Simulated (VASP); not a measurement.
# ZnH2: relaxation of cell and atoms with PBE

Crystal: ZnH2.

```xyz
3
Lattice="2.7909 0.0000 0.0000 -1.3954 2.4170 0.0000 0.0000 0.0000 5.1703" Properties=species:S:1:pos:R:3 pbc="T T T"
Zn    0.0000    0.0000    0.0000
H     1.3954    0.8057    4.1993
H     0.0000    1.6113    0.9709
```

The cell was generated, and may not be a known phase.

```yaml
Program: VASP 6.6.1
Task: relaxation of cell and atoms
Functional: PBE
Potentials_or_basis: VASP PAW PBE potentials, release 64 (Zn, H)
Cutoff: 500 eV
k_mesh: 12 × 12 × 6
Occupations: gaussian, width 0.02 eV
Spin: no spin polarisation
Dipole_correction: no
Further_INCAR_settings: ALGO = Normal; EDIFF = 1e-07; IBRION = 2; EDIFFG = -0.01; NSW = 100; ISIF = 3
```

```yaml
Relaxed_volume: 11.63 Å³/atom
Relaxed_cell: a = 2.792 Å, b = 2.792 Å, c = 5.171 Å, α = 90.00°, β = 90.00°, γ = 120.00°
Space_group_after_relaxing_to_0.1_Å: P-3m1 (No. 164)
Energy_gained_by_relaxing: 0.0 meV/atom
Ionic_steps: 2
Pressure_after_relaxing: 0.0 GPa
Largest_force_after_relaxing: 0.009 eV/Å
Band_gap_on_the_k_mesh: 2.22 eV (least direct gap 3.36 eV)
```

Forces in eV/Å, atoms in the order of the input:
```
Zn   0.000  0.000  0.000
H    0.000  0.000 -0.009
H    0.000  0.000  0.009
```

Final structure:
```cif
data_structure
_symmetry_space_group_name_H-M 'P 1'
_symmetry_Int_Tables_number 1
_cell_length_a 2.7916
_cell_length_b 2.7916
_cell_length_c 5.1706
_cell_angle_alpha 90.000
_cell_angle_beta 90.000
_cell_angle_gamma 120.000
_cell_volume 34.90
loop_
_atom_site_label
_atom_site_type_symbol
_atom_site_fract_x
_atom_site_fract_y
_atom_site_fract_z
_atom_site_occupancy
Zn1 Zn 0.00000 0.00000 0.00000 1
H1 H 0.66667 0.33333 0.81207 1
H2 H 0.33333 0.66667 0.18793 1
```

Levels at points of the mesh, in eV from the valence-band top:
```
           k point  band 5  band 6  band 7  band 8  band 9  band 10
(0.00, 0.00, 0.00)   -5.81   -5.81   -3.47    4.17   13.16    13.50
(0.50, 0.00, 0.00)   -5.57   -4.05   -0.99    3.96    4.96     9.65
(0.00, 0.00, 0.50)   -5.81   -5.81   -4.07    7.49    8.47    14.23
(0.50, 0.00, 0.50)   -5.57   -3.97   -0.92    3.47    4.15    11.13
```

Run time: 38 s on 1 thread of Intel Xeon 8259CL, on a shared host, peak memory 0.17 GiB.

A k mesh can miss the band edges.
